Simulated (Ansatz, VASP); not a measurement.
# Hg: VASP beside Ansatz

INCAR

```
PREC = Accurate ; ENCUT = 520
EDIFF = 1E-7 ; ISMEAR = 1
SIGMA = 0.03 ; LREAL = False
LASPH = True ; NELM = 80
ALGO = Normal ; ISIF = 2
LWAVE = False ; LCHARG = True
GGA = PE ; LELF = True
LVHAR = True ; NBANDS = 12
```

The input KPOINTS:

```
Automatic mesh
0
Gamma
  10 10 10
```

File POSCAR:

```
Hg
1.0
    2.0783995336      1.1999645302      1.9747385792
   -2.0783995336      1.1999645302      1.9747385792
    0.0000000000     -2.3999290604      1.9747385791
Hg
1
Direct
    0.0000000000      1.0000000000      0.0000000000
```

Input for Ansatz:

```yaml
crystal:
  lattice:
    - [2.0783995336, 1.1999645302, 1.9747385792]
    - [-2.0783995336, 1.1999645302, 1.9747385792]
    - [0.0, -2.3999290604, 1.9747385791]
  atoms:
    - { symbol: Hg, position: [0.0, 1.0, 0.0] }
hamiltonian:
  xc: pbe
  pseudopotentials:
    kind: paw
    azcp:
      Hg: "pseudopotentials/Hg.paw.azcp"
basis:
  ecutwfc: 420
  fft_grid_basis: typed
kpoints:
  mp_grid: { grid: [10, 10, 10], shift: [0, 0, 0] }
magnetization:
  spin_polarized: false
scf:
  occupations: { method: methfessel_paxton, width: 0.03 }
  lower_state_search: "off"
output:
  stress: true
```

Alike in both runs: task single point; functional PBE; k mesh 10 × 10 × 10; occupations methfessel-paxton of order 1, width 0.03 eV; no spin polarisation.

|  | VASP | Ansatz |
| --- | --- | --- |
| version | VASP 6.6.1 | Ansatz 0.2.0 |
| potentials or method | VASP PAW PBE potentials, release 64 (Hg), cutoff 520 eV | plane waves (420 eV) with PAW, scalar-relativistic |
| valence electrons in the cell | 12 | 20 |

Ansatz gave:

* pressure (GPa): 0.0
* traceless stress, the component that is largest in VASP (GPa): -0.22

Q: Estimate VASP's values.

A: Pressure (GPa): 0.1; traceless stress, the component that is largest in VASP (GPa): -0.18.

With one functional, cell and mesh, what is left measures potentials, basis and numerics. VASP's potentials hold 12 valence electrons a cell and Ansatz's 20, so a difference there can come from the potentials and not from the codes.

Spin-orbit coupling is off throughout.
